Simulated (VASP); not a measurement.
Here is a VASP 6.6.1 calculation.

File INCAR:

```
ALGO = Normal
DIPOL = 0.5 0.5 0.500
EDIFF = 1E-6
ENCUT = 520
GGA = PE
IDIPOL = 3
ISIF = 2
ISMEAR = 0
IVDW = 12
LASPH = True
LCHARG = False
LDIPOL = True
LREAL = False
LWAVE = False
NBANDS = 21
NELM = 60
PREC = Accurate
SIGMA = 0.1
```

Contents of KPOINTS:

```
k-points
0
Gamma
  12 12 1
```

File POSCAR:

```
Ge
1.0
    4.0950000000      0.0000000000      0.0000000000
   -2.0475000000      3.5463740285      0.0000000000
    0.0000000000      0.0000000000     28.0000000000
Ge
2
Direct
    0.3333333333      0.6666666667      0.5157142857
    0.6666666667      0.3333333333      0.4842857143
```

Potentials or basis: VASP PAW PBE potentials, release 64 (Ge_d).

Command:

```console
$ cat potpaw_PBE.64/Ge_d/POTCAR > POTCAR
$ mpirun -np 1 vasp_std > vasp.out
```

Q: Predict the largest force.

A: 0.878 eV/Å.

Q: Predict the band gap on the k mesh.

A: Zero (bands 14 and 15 overlap by 0.10 eV).

Q: Estimate the dispersion energy per atom.

A: -0.149 eV.

Forces on the atoms (eV/Å):
```
Ge   0.000  0.000 -0.878
Ge   0.000  0.000  0.878
```
